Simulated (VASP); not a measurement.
A run of VASP 6.6.1:

The input INCAR:

```
  PREC = Accurate
  ENCUT = 600
  EDIFF = 1E-7
  ISMEAR = 0
  SIGMA = 0.01
  LREAL = F
  LASPH = T
  NELM = 120
  ALGO = Normal
  ISIF = 3
  LWAVE = F
  LCHARG = F
  GGA = PE
  IBRION = 2
  NSW = 60
  EDIFFG = -0.01
  GGA_COMPAT = F
  NELMIN = 4
```

Contents of KPOINTS:

```
regular mesh
0
Gamma
  5 5 5
```

POSCAR

```
CdF2
1.0
    0.0000000000      2.6940000000      2.6940000000
    2.6940000000      0.0000000000      2.6940000000
    2.6940000000      2.6940000000      0.0000000000
Cd F
1 2
Direct
    0.0000000000      0.0000000000      0.0000000000
    0.2500000000      0.2500000000      0.2500000000
    0.7500000000      0.7500000000      0.7500000000
```

Potentials or basis: VASP PAW PBE potentials, release 64 (Cd, F).

The run is started by

```bash
$ cat potpaw_PBE.64/Cd/POTCAR potpaw_PBE.64/F/POTCAR > POTCAR
$ mpirun -np 1 vasp_std > vasp.out
```

Hardware: 1 thread of AMD EPYC 7R13 Processor (Zen 3), on a shared host.

Question: How long does it take, and how much memory?

Answer: Run time: 24 s on 1 thread of AMD EPYC 7R13 Processor (Zen 3) (shared host), peak memory 0.14 GiB. Counts: scf iterations 35, k points 10, ion steps 3.
